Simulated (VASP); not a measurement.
Crystal: Bi.

```xyz
1
Lattice="-1.7587 2.0634 2.1702 1.7587 -2.0634 2.1702 1.7587 2.0634 -2.1702" Properties=species:S:1:pos:R:3 pbc="T T T"
Bi    0.0000    2.0634    0.0000
```

The cell was built from a structure type or drawn by symmetry, and may not be a known phase.

| Quantity | Value |
| --- | --- |
| Program | VASP 6.6.1 |
| Task | relaxation of cell and atoms |
| Functional | PBE |
| Potentials or basis | VASP PAW PBE potentials, release 64 (Bi_d) |
| Cutoff | 500 eV |
| k mesh | 20 × 20 × 20 |
| Occupations | gaussian, width 0.1 eV |
| Spin | no spin polarisation |

At the start: pressure 0.7 GPa; volume 31.50 Å³/atom.

Problem. How do energy, volume and symmetry change on relaxing?

Solution. Over 12 steps the energy falls by 3.1 meV/atom and the volume is 31.90 Å³/atom (+1.3 %); space group Immm (No. 71, to 0.1 Å) before, I4/mmm (No. 139, to 0.1 Å).

The path:
| step | energy change (eV) | largest force (eV/Å) | pressure (GPa) | volume (Å³) |
| --- | --- | --- | --- | --- |
| 1 | 0.0000 | 0.0000 | 0.71 | 31.50 |
| 2 | -0.0014 | 0.0000 | -0.37 | 32.14 |
| 3 | -0.0015 | 0.0000 | -0.16 | 32.01 |
| 4 | -0.0020 | 0.0000 | -0.12 | 31.98 |
| 5 | -0.0029 | 0.0000 | -0.01 | 31.89 |
| 6 | -0.0029 | 0.0000 | 0.04 | 31.86 |
| 7 | -0.0029 | 0.0000 | 0.03 | 31.85 |
| 8 | -0.0030 | 0.0000 | -0.02 | 31.90 |
| 9 | -0.0031 | 0.0000 | -0.07 | 31.94 |
| 10 | -0.0031 | 0.0000 | -0.09 | 31.95 |
| 11 | -0.0031 | 0.0000 | 0.09 | 31.85 |
| 12 | -0.0031 | 0.0000 | 0.00 | 31.90 |

Final structure:
```yaml
crystal:
  lattice:
    - [-1.77702, 2.12043, 2.11677]
    - [1.77702, -2.12043, 2.11677]
    - [1.77702, 2.12043, -2.11677]
  atoms:
    - { symbol: Bi, position: [0.50000, 0.00000, 0.50000] }
```
